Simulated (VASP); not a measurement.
# GaP (F-43m) in VASP: single point with PBEsol

Aim: the single point of GaP with PBEsol.

Program: VASP 6.6.1. These are calculated values, not measurements. Logs are shortened: lines on timing, memory, paths and dates and some standing lists are left out, and cuts for length are marked.

### 1 The cell of the first run

The structure is cubic, space group F-43m (No. 216). Conventional cell: a = 5.450 Å, b = 5.450 Å, c = 5.450 Å, α = 90.00°, β = 90.00°, γ = 90.00°. Within 3.1 Å of Ga (site symmetry -43m) lie 4 P at 2.36 Å. Within 3.1 Å of P (site symmetry -43m) lie 4 Ga at 2.36 Å.

### 2 Single point, PBEsol (20.23 Å³/atom)

The input, INCAR:

```
SYSTEM = GaP
ALGO = Normal
EDIFF = 1E-6
ENCUT = 500
GGA = PS
GGA_COMPAT = .False.
ISIF = 2
ISMEAR = 0
LASPH = .True.
LCHARG = .False.
LREAL = .False.
LWAVE = .False.
NBANDS = 16
NELM = 120
PREC = Accurate
SIGMA = 0.01
```

The input, KPOINTS:

```
k-points
0
Gamma
  10 10 10
  0 0 0
```

The input, POSCAR:

```
GaP
1.0
    0.0000000000      2.7250000000      2.7250000000
    2.7250000000      0.0000000000      2.7250000000
    2.7250000000      2.7250000000      0.0000000000
Ga P
1 1
Direct
    0.0000000000      0.0000000000      0.0000000000
    0.2500000000      0.2500000000      0.2500000000
```

Potentials or basis: VASP PAW PBE potentials, release 64 (Ga_d, P).

Run with:

```console
cat potpaw_PBE.64/Ga_d/POTCAR potpaw_PBE.64/P/POTCAR > POTCAR
mpirun -np 1 vasp_std > vasp.out
```

OUTCAR:

```text
SYSTEM = GaP
   EDIFF = 1E-6
   ENCUT = 500
   GGA = PS
   ISIF = 2
   ISMEAR = 0
   LASPH = .True.
   LREAL = .False.
   NELM = 120
   PREC = Accurate

 ion  position               nearest neighbor table
   1  0.000  0.000  0.000-   2 2.36   2 2.36   2 2.36   2 2.36
   2  0.250  0.250  0.250-   1 2.36   1 2.36   1 2.36   1 2.36

  LATTYP: Found a face centered cubic cell.
 ALAT       =     5.4500000000

  Lattice vectors:

 A1 = (   0.0000000000,   2.7250000000,   2.7250000000)
 A2 = (   2.7250000000,   0.0000000000,   2.7250000000)
 A3 = (   2.7250000000,   2.7250000000,   0.0000000000)

Analysis of symmetry for initial positions (statically):
=====================================================================
 Subroutine PRICEL returns:
 Original cell was already a primitive cell.

 Routine SETGRP: Setting up the symmetry group for a
 face centered cubic supercell.

 Subroutine GETGRP returns: Found 24 space group operations
 (whereof 24 operations were pure point group operations)
 out of a pool of 48 trial point group operations.

The static configuration has the point symmetry T_d .

Analysis of symmetry for dynamics (positions and initial velocities):
=====================================================================
 Subroutine PRICEL returns:
 Original cell was already a primitive cell.

 Routine SETGRP: Setting up the symmetry group for a
 face centered cubic supercell.

 Subroutine GETGRP returns: Found 24 space group operations
 (whereof 24 operations were pure point group operations)
 out of a pool of 48 trial point group operations.

The dynamic configuration has the point symmetry T_d .

 Subroutine INISYM returns: Found 24 space group operations
 (whereof 24 operations are pure point group operations),
 and found     1 'primitive' translations

----------------------------------------------------------------------------------------

                                     Primitive cell

  volume of cell :      40.4697

  direct lattice vectors                    reciprocal lattice vectors
     0.000000000  2.725000000  2.725000000    -0.183486239  0.183486239  0.183486239
     2.725000000  0.000000000  2.725000000     0.183486239 -0.183486239  0.183486239
     2.725000000  2.725000000  0.000000000     0.183486239  0.183486239 -0.183486239

  length of vectors
     3.853731957  3.853731957  3.853731957     0.317807488  0.317807488  0.317807488

  position of ions in fractional coordinates (direct lattice)
     0.000000000  0.000000000  0.000000000
     0.250000000  0.250000000  0.250000000

  ion indices of the primitive-cell ions
   primitive index   ion index
                 1           1
                 2           2

----------------------------------------------------------------------------------------

 KPOINTS: k-points

Automatic generation of k-mesh.
 Grid dimensions read from file:
 generate k-points for:   10   10   10

 Generating k-lattice:

  Cartesian coordinates                     Fractional coordinates (reciprocal lattice)
    -0.018348624  0.018348624  0.018348624     0.100000000  0.000000000  0.000000000
     0.018348624 -0.018348624  0.018348624     0.000000000  0.100000000  0.000000000
     0.018348624  0.018348624 -0.018348624     0.000000000  0.000000000  0.100000000

  Length of vectors
     0.031780749  0.031780749  0.031780749

  Shift w.r.t. Gamma in fractional coordinates (k-lattice)
     0.000000000  0.000000000  0.000000000

 Subroutine IBZKPT returns following result:
 ===========================================

 Found     47 irreducible k-points:

 Following reciprocal coordinates:
            Coordinates               Weight
  0.000000  0.000000  0.000000      1.000000
  0.100000  0.000000  0.000000      8.000000
  0.200000  0.000000  0.000000      8.000000
  0.300000  0.000000  0.000000      8.000000
  0.400000  0.000000  0.000000      8.000000
  0.500000  0.000000  0.000000      4.000000
[... 16 lines left out ...]
  0.300000  0.300000  0.000000      6.000000
  0.400000  0.300000  0.000000     24.000000
 [... further k-points ...]
   k-points           NKPTS =     47   k-points in BZ     NKDIM =     47   number of bands    NBANDS=     16
   number of dos      NEDOS =    301   number of ions     NIONS =      2
   total plane-waves  NPLWV =  21952
   dimension x,y,z NGX =    28 NGY =   28 NGZ =   28
   dimension x,y,z NGXF=    56 NGYF=   56 NGZF=   56
   ions per type =               1   1
   NGX,Y,Z   is equivalent  to a cutoff of  12.08, 12.08, 12.08 a.u.
   NGXF,Y,Z  is equivalent  to a cutoff of  24.16, 24.16, 24.16 a.u.
 SYSTEM =  GaP
   PREC   = accura    normal or accurate (medium, high low for compatibility)
   ISTART =      0    job   : 0-new  1-cont  2-samecut
   ICHARG =      2    charge: 1-file 2-atom 10-const
   ISPIN  =      1    spin polarized calculation?
   LNONCOLLINEAR =      F non collinear calculations
   LSORBIT =      F    spin-orbit coupling
   LASPH  =      T    aspherical Exc in radial PAW
   ENCUT  =  500.0 eV  36.75 Ry    6.06 a.u.   7.03  7.03  7.03*2*pi/ulx,y,z
   NELM   =    120;   NELMIN=  2; NELMDL= -5     # of ELM steps
   EDIFF  = 0.1E-05   stopping-criterion for ELM
   LREAL  =      F    real-space projection
   EDIFFG = 0.1E-04   stopping-criterion for IOM
   NSW    =      0    number of steps for IOM
   IBRION =     -1    ionic relax: 0-MD 1-quasi-New 2-CG
   NFREE  =      0    steps in history (QN), initial steepest desc. (CG)
   ISIF   =      2    stress and relaxation
   ISYM   =      2    0-nonsym 1-usesym 2-fastsym
   POTIM  = 0.5000    time-step for ionic-motion
   TEBEG  =    0.0;   TEEND  =   0.0 temperature during run
   PSTRESS=    0.0 pullay stress
   NELECT =      18.0000    total number of electrons
   NUPDOWN=      -1.0000    fix difference up-down
   EMIN   =  10.00;   EMAX   =-10.00  energy-range for DOS
   EFERMI =   0.00;   METHOD = LEGACY
   ISMEAR =     0;   SIGMA  =   0.01  broadening in eV -4-tet -1-fermi 0-gaus
   EFERMI_NEDOS =   21; number of points for ismear=-14 and -15
   IALGO  =     38    algorithm
   IMIX   =      4    mixing-type and parameters
     AMIX     =   0.40;   BMIX     =  1.00
     AMIX_MAG =   1.60;   BMIX_MAG =  1.00
  volume/ion in A,a.u.               =      20.23       136.55
  Fermi-wavevector in a.u.,A,eV,Ry     =   1.249652  2.361500 21.247275  1.561631
  Thomas-Fermi vector in A             =   2.383683
   LORBIT       =      0    0 simple, 1 ext, 2 COOP (PROOUT), +10 PAW based schemes
   GGA     = PS    functional components
   LHFCALC =     F    Hartree Fock is set to
   AEXX    =    0.0000 exact exchange contribution
   IVDW    =     0    specifies the selected vdW correction
   LEPSILON=     F    determine dielectric tensor
   LRPA    =     F    only Hartree local field effects (RPA)
 non-spin polarized calculation
 Gauss-broadening in eV      SIGMA  =   0.01
  energy-cutoff  :      500.00
  volume of cell :       40.47
 maximum number of plane-waves:      1037
   NGX = 13   NGY = 13   NGZ = 13

 number of electron      18.0000016 magnetization

 Free energy of the ion-electron system (eV)
  ---------------------------------------------------
  ext. energy  EPLUGINS =         0.00000000
  ---------------------------------------------------
  free energy    TOTEN  =        -9.92273828 eV

  energy without entropy =       -9.92273828  energy(sigma->0) =       -9.92273828

 E-fermi :   4.6175     XC(G=0): -10.0230

 val. band max:        4.5699930160   @ k =   0.0000   0.0000   0.0000
 cond. band min:       6.0522150188   @ k =   0.4000   0.4000   0.0000
 fundamental gap:      1.4822220028
 Fermi energy:         4.6175123719

 k-point     1 :       0.0000    0.0000    0.0000
  band No.  band energies     occupation
      1      -9.9697      2.00000
      2      -9.9697      2.00000
      3      -9.9697      2.00000
      4      -9.8689      2.00000
      5      -9.8689      2.00000
      6      -7.9559      2.00000
[... 8 lines left out ...]
     15      14.3427      0.00000
     16      14.3427      0.00000

 k-point     2 :       0.1000    0.0000    0.0000
  band No.  band energies     occupation
      1      -9.9789      2.00000
      2      -9.9666      2.00000
      3      -9.9666      2.00000
      4      -9.8689      2.00000
      5      -9.8689      2.00000
      6      -7.8248      2.00000
[... 8 lines left out ...]
     15      13.8467      0.00000
     16      13.8467      0.00000

 k-point     3 :       0.2000    0.0000    0.0000
  band No.  band energies     occupation
      1     -10.0013      2.00000
      2      -9.9590      2.00000
      3      -9.9590      2.00000
      4      -9.8685      2.00000
      5      -9.8685      2.00000
      6      -7.4448      2.00000
[... 8 lines left out ...]
     15      13.4083      0.00000
     16      14.4663      0.00000

 k-point     4 :       0.3000    0.0000    0.0000
  band No.  band energies     occupation
      1     -10.0265      2.00000
      2      -9.9511      2.00000
      3      -9.9511      2.00000
      4      -9.8663      2.00000
      5      -9.8663      2.00000
      6      -6.8623      2.00000
[... 8 lines left out ...]
     15      13.8201      0.00000
     16      14.0967      0.00000
[... 324 lines left out ...]
 k-point    22 :      -0.2000    0.2000    0.0000
  band No.  band energies     occupation
      1     -10.0322      2.00000
      2      -9.9459      2.00000
      3      -9.9451      2.00000
      4      -9.8725      2.00000
      5      -9.8647      2.00000
      6      -6.6636      2.00000
[... 8 lines left out ...]
     15      15.7904      0.00000
     16      16.5236      0.00000

 k-point    23 :       0.3000    0.3000    0.0000
  band No.  band energies     occupation
      1     -10.0545      2.00000
      2      -9.9273      2.00000
      3      -9.9273      2.00000
      4      -9.8914      2.00000
      5      -9.8545      2.00000
      6      -6.4855      2.00000
[... 8 lines left out ...]
     15      15.6911      0.00000
     16      18.1915      0.00000

 k-point    24 :       0.4000    0.3000    0.0000
  band No.  band energies     occupation
      1     -10.0666      2.00000
      2      -9.9215      2.00000
      3      -9.9193      2.00000
      4      -9.8941      2.00000
      5      -9.8523      2.00000
      6      -5.9597      2.00000
[... 8 lines left out ...]
     15      16.3517      0.00000
     16      18.2274      0.00000

 [... further k-points ...]

------------------------ aborting loop because EDIFF is reached ----------------------------------------

  FORCE on cell =-STRESS in cart. coord.  units (eV):
  Direction    XX          YY          ZZ          XY          YZ          ZX
  --------------------------------------------------------------------------------------
  -------------------------------------------------------------------------------------
  Total       -0.1582384     -0.1582384     -0.1582384      0.0000000      0.0000000     -0.0000000
  in kB       -6.2645936     -6.2645936     -6.2645936      0.0000000      0.0000000     -0.0000000
  external PRESSURE =      -6.2645936 kB  Pullay stress =       0.0000000 kB

 VOLUME and BASIS-vectors are now :
 -----------------------------------------------------------------------------
  energy-cutoff  :      500.00
  volume of cell :       40.47
      direct lattice vectors                 reciprocal lattice vectors
     0.000000000  2.725000000  2.725000000    -0.183486239  0.183486239  0.183486239
     2.725000000  0.000000000  2.725000000     0.183486239 -0.183486239  0.183486239
     2.725000000  2.725000000  0.000000000     0.183486239  0.183486239 -0.183486239

 POSITION                                       TOTAL-FORCE (eV/Angst)
 -----------------------------------------------------------------------------------
      0.00000      0.00000      0.00000        -0.000000     -0.000000     -0.000000
      1.36250      1.36250      1.36250         0.000000      0.000000      0.000000
 -----------------------------------------------------------------------------------
    total drift:                                0.000001      0.000001      0.000001

  FREE ENERGIE OF THE ION-ELECTRON SYSTEM (eV)
  ---------------------------------------------------
  free  energy   TOTEN  =        -9.9227382794 eV

  energy  without entropy=       -9.9227382794  energy(sigma->0) =       -9.92273828
```

It took 54 s on 1 thread of Intel Xeon 8259CL, shared host; peak memory 0.17 GiB.

What came out:

```yaml
Free_energy: -9.9227 eV
Pressure: -0.6 GPa
Band_gap_on_the_k_mesh: 1.48 eV (least direct gap 1.75 eV)
```

Caveat: the PAW data sets were made with another functional, which shifts forces and pressure a little. A k mesh can miss the band edges.
